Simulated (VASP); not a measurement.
A run of VASP 6.6.1:

The input INCAR:

```
ALGO = Normal
EDIFF = 1E-7
ENCUT = 520
GGA = PE
ISIF = 2
ISMEAR = 0
ISPIN = 2
LASPH = T
LCHARG = F
LMAXMIX = 4
LORBIT = 11
LREAL = F
LWAVE = F
MAGMOM = 0 4 4
NBANDS = 30
NELM = 150
PREC = Accurate
SIGMA = 0.1
```

Contents of KPOINTS:

```
k-points
0
Gamma
  12 12 12
```

File POSCAR:

```
YMn2
1.0
    0.0000000000      3.2230736535      3.2230736535
    3.2230736535      0.0000000000      3.2230736535
    3.2230736535      3.2230736535      0.0000000000
Y Mn
1 2
Direct
    0.0000000000      0.0000000000      0.0000000000
    0.5000000000      0.5000000000      0.5000000000
    0.7500000000      0.7500000000      0.7500000000
```

Potentials or basis: VASP PAW PBE potentials, release 64 (Y_sv, Mn_pv).

The run is started by

```console
$ cat potpaw_PBE.64/Y_sv/POTCAR potpaw_PBE.64/Mn_pv/POTCAR > POTCAR
$ mpirun -np 1 vasp_std > vasp.out
```

Hardware: 1 thread of Intel(R) Xeon(R) Platinum 8375C CPU @ 2.90GHz (Ice Lake), on a shared host.

Task: Estimate the wall time of this run.

Result: Run time: 9.1 min on 1 thread of Intel(R) Xeon(R) Platinum 8375C CPU @ 2.90GHz (Ice Lake), on a shared host, peak memory 0.41 GiB. Counts: scf iterations 21, k points 72.
